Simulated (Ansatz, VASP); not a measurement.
# MnO2 in VASP and in Ansatz

```
CELL_PARAMETERS angstrom
4.39600 0.00000 0.00000
0.00000 4.39600 0.00000
0.00000 0.00000 2.87100
ATOMIC_POSITIONS crystal
Mn 0.00000 0.00000 0.00000
Mn 0.50000 0.50000 0.50000
O 0.30200 0.30200 0.00000
O 0.19800 0.80200 0.50000
O 0.69800 0.69800 0.00000
O 0.80200 0.19800 0.50000
```

Alike in both runs: task single point; functional LDA; k mesh 4 × 4 × 7; occupations gaussian, width 0.05 eV; no spin polarisation; Hubbard terms Mn d U = 4.0 eV.

```csv
,VASP,Ansatz
version,VASP 6.6.1,Ansatz 0.2.0
potentials or method,"VASP PAW LDA potentials, release 64 (Mn_sv, O), cutoff 600 eV","scalar-relativistic, plane waves, PAW"
valence electrons in the cell,54,54
```

VASP gave:

| Property | Result |
| --- | --- |
| gap on the k mesh at the Fermi level (eV) | none |
| pressure (GPa) | -20.6 |
| traceless stress, the component that is largest in VASP (GPa) | 4.21 |
| rms of the force components (eV/Å) | 0.122 |

Task: Which values does Ansatz return?

Result: gap on the k mesh at the Fermi level (eV): none; pressure (GPa): -20.7; traceless stress, the component that is largest in VASP (GPa): 4.37; rms of the force components (eV/Å): 0.150.

LDA's correlation is that of Perdew and Zunger in VASP and of Perdew and Wang (1992) in Ansatz. The programs project onto different local orbitals, so the same U acts differently, and such runs can settle in different states. Atom by atom the forces differ by 0.028 eV/Å (rms over components). A gap of «none» marks a metal or a gap that the smearing closes. Ansatz's warnings: filled band counts differ across k points.
